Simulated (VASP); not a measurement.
# InO: single point with PBE

InO, a slab with vacuum:

```xyz
4
Lattice="3.3155 0.0000 0.0000 -1.6577 2.8713 0.0000 0.0000 0.0000 16.5122" Properties=species:S:1:pos:R:3 pbc="T T T"
In    1.6577    0.9571    9.7425
In    1.6577    0.9571    6.7696
O     0.0000    0.0000   10.5656
O     0.0000    0.0000    5.9466
```

This cell differs from its parent crystal: strain -0.040 along x and y, +0.040 along z.

```
Program             : VASP 6.6.1
Task                : single point
Functional          : PBE
Potentials or basis : VASP PAW PBE potentials, release 64 (In_d, O)
Cutoff              : 520 eV
k mesh              : 12 × 12 × 2
Occupations         : gaussian, width 0.03 eV
Spin                : no spin polarisation
```

```
Largest force          : 1.023 eV/Å
Band gap on the k mesh : 0.11 eV (least direct gap 1.33 eV)
```

Forces in eV/Å, atoms in the order of the input:
```
In   0.000  0.000 -1.023
In   0.000  0.000  1.023
O    0.000  0.000  0.553
O    0.000  0.000 -0.553
```

Levels at points of the mesh, in eV from the valence-band top:
```
           k point  band 15  band 16  band 17  band 18  band 19  band 20  band 21  band 22  band 23  band 24
(0.00, 0.00, 0.00)    -2.07    -2.07    -2.04    -2.04    -1.22     0.11     3.12     5.82     5.89     7.44
(0.50, 0.00, 0.00)    -3.14    -3.04    -2.96    -2.64    -0.44     2.07     4.11     4.84     7.19     8.67
(0.00, 0.00, 0.50)    -2.07    -2.07    -2.04    -2.04    -1.22     0.11     3.12     5.63     6.29     6.84
(0.50, 0.00, 0.50)    -3.14    -3.04    -2.96    -2.64    -0.44     2.07     4.11     4.83     7.19     8.66
```

Wall time 2.2 min on 1 thread of Intel(R) Xeon(R) 6975P-C (Granite Rapids) (shared host), peak memory 0.37 GiB.

Caveat: the cell differs from its parent crystal (strain -0.040 along x and y, +0.040 along z); spin-orbit coupling is left out, which moves the levels of the heavy elements.
